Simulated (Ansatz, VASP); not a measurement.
**BN: VASP beside Ansatz**

INCAR

```
PREC = Accurate
ENCUT = 520
EDIFF = 1E-6
ISMEAR = 0
SIGMA = 0.05
LREAL = False
LASPH = True
NELM = 80
ALGO = Normal
ISIF = 2
LWAVE = False
LCHARG = True
GGA = PS
LELF = True
LVHAR = True
NBANDS = 16
```

The input KPOINTS:

```
regular mesh
0
Gamma
  12 12 6
```

The input POSCAR:

```
BN
1.0
    2.3496244336      0.0000000000      0.0000000000
   -1.1748122168      2.0348344488      0.0000000000
    0.0000000000      0.0000000000      3.8887066000
B N
2 2
Direct
    0.6666666667      0.3333333333      0.9997240000
    0.3333333333      0.6666666667      0.4997240000
    0.6666666667      0.3333333333      0.6252760000
    0.3333333333      0.6666666667      0.1252760000
```

Input for Ansatz:

```yaml
crystal:
  lattice:
    - [2.3496244336, 0.0, 0.0]
    - [-1.1748122168, 2.0348344488, 0.0]
    - [0.0, 0.0, 3.8887066]
  atoms:
    - { symbol: B, position: [0.6666666667, 0.3333333333, 0.999724] }
    - { symbol: B, position: [0.3333333333, 0.6666666667, 0.499724] }
    - { symbol: "N", position: [0.6666666667, 0.3333333333, 0.625276] }
    - { symbol: "N", position: [0.3333333333, 0.6666666667, 0.125276] }
basis:
  ecutwfc: 420
kpoints:
  mp_grid: { grid: [12, 12, 6] }
hamiltonian:
  xc: pbesol
scf:
  occupations: { method: gaussian, width: 0.05 }
output:
  forces: true
  stress: true
  eigenvalues: true
```

Change from the starting cell: strain -0.080 along x and y, -0.080 along z, atoms carried along.

Alike in both runs: task single point; functional PBEsol; k mesh 12 × 12 × 6; occupations gaussian, width 0.05 eV; no spin polarisation.

|  | VASP | Ansatz |
| --- | --- | --- |
| version | VASP 6.6.1 | Ansatz 0.2.0 |
| potentials or method | VASP PAW PBE potentials, release 64 (B, N), cutoff 520 eV | scalar-relativistic, plane waves, PAW |
| valence electrons in the cell | 16 | 16 |

Ansatz gave:

- gap on the k mesh at the Fermi level (eV): 4.43
- least direct gap on the mesh (eV): 9.28
- pressure (GPa): 138.1
- traceless stress, the component that is largest in VASP (GPa): 0.98
- rms of the force components (eV/Å): 0.133

Q: What did VASP give for the same quantities?

A: gap on the k mesh at the Fermi level (eV): 4.39; least direct gap on the mesh (eV): 9.26; pressure (GPa): 139.8; traceless stress, the component that is largest in VASP (GPa): 1.01; rms of the force components (eV/Å): 0.134.

VASP's potentials were made for PBE, not for PBEsol. Atom by atom the forces differ by 0.002 eV/Å (rms over components). Both programs put the cell under a high pressure, so it lies far from rest at this level.

Noted on VASP's run: the cell as given lies far from equilibrium.
